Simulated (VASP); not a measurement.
Wanted: the native input for a VASP 6.6.1 run.

* Task: relaxation of cell and atoms
* Functional: PBE
* Potentials or basis: VASP PAW PBE potentials, release 64 (Ta_pv)
* Cutoff: 600 eV
* k mesh: 8 × 8 × 8
* Occupations: gaussian, width 0.1 eV
* Spin: no spin polarisation
* Dipole correction: no
* Further INCAR settings: ALGO = Normal; EDIFF = 1e-07; IBRION = 2; EDIFFG = -0.04; NSW = 90; ISIF = 3

The structure of Ta lies in POSCAR:

```
Ta
1.0
    0.0000000000      2.0859058039      2.0859058039
    2.0859058039      0.0000000000      2.0859058039
    2.0859058039      2.0859058039      0.0000000000
Ta
1
Direct
    0.0000000000      0.0000000000      0.0000000000
```

This isn't the form of Ta at room conditions, which is bcc.

One way to write it, as run:

INCAR

```
PREC = Accurate ; ENCUT = 600
EDIFF = 1E-7 ; ISMEAR = 0
SIGMA = 0.1 ; LREAL = False
LASPH = True ; NELM = 100
ALGO = Normal ; ISIF = 3
LWAVE = False ; LCHARG = False
GGA = PE ; IBRION = 2
NSW = 90 ; EDIFFG = -0.04
```

KPOINTS

```
Automatic mesh
0
Gamma
  8 8 8
```

Potentials or basis: VASP PAW PBE potentials, release 64 (Ta_pv).

Command:

```console
$ cat potpaw_PBE.64/Ta_pv/POTCAR > POTCAR
$ mpirun -np 1 vasp_std > vasp.out
```

Results of the run:

* Relaxed volume: 18.99 Å³/atom
* Relaxed cell: a = 2.995 Å, b = 2.995 Å, c = 2.995 Å, α = 60.00°, β = 60.00°, γ = 60.00°
* Space group after relaxing (to 0.1 Å): Fm-3m (No. 225)
* Energy gained by relaxing: 22.3 meV/atom
* Ionic steps: 3
* Pressure after relaxing: -0.3 GPa
* Band gap on the k mesh: zero (an odd number of electrons rules out a gap without spin polarisation)

Caveat: spin-orbit coupling is left out, which moves the levels of the heavy elements.

Run time: 5.9 s on 1 thread of Intel(R) Xeon(R) 6975P-C (Granite Rapids), on a shared host, peak memory 0.14 GiB.
